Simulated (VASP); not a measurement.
Input of a VASP 6.6.1 run:

INCAR

```
  PREC = Accurate
  ENCUT = 520
  EDIFF = 1E-6
  ISMEAR = 0
  SIGMA = 0.05
  LREAL = F
  LASPH = T
  NELM = 80
  ALGO = Normal
  ISIF = 2
  LWAVE = F
  LCHARG = F
  GGA = PE
  NBANDS = 15
```

KPOINTS

```
Automatic mesh
0
Gamma
  8 8 8
```

File POSCAR:

```
BaTe
1.0
    4.4753088649     -0.8950617730     -0.8950617730
   -0.8950617730      4.4753088649     -0.8950617730
   -0.8950617730     -0.8950617730      4.4753088649
Ba Te
1 1
Direct
    0.0000000000      0.0000000000      0.0000000000
    0.5000000000      0.5000000000      0.5000000000
```

Potentials or basis: VASP PAW PBE potentials, release 64 (Ba_sv, Te).

Run with:

```bash
$ cat potpaw_PBE.64/Ba_sv/POTCAR potpaw_PBE.64/Te/POTCAR > POTCAR
$ mpirun -np 1 vasp_std > vasp.out
```

(1) What does it give for the band gap on the k mesh?

(2) Predict the pressure.

## Answers

(1) zero (bands 8 and 9 overlap by 1.50 eV).

(2) 45.0 GPa.

Caveat: the cell stands under pressure; spin-orbit coupling is left out, which moves the levels of the heavy elements.
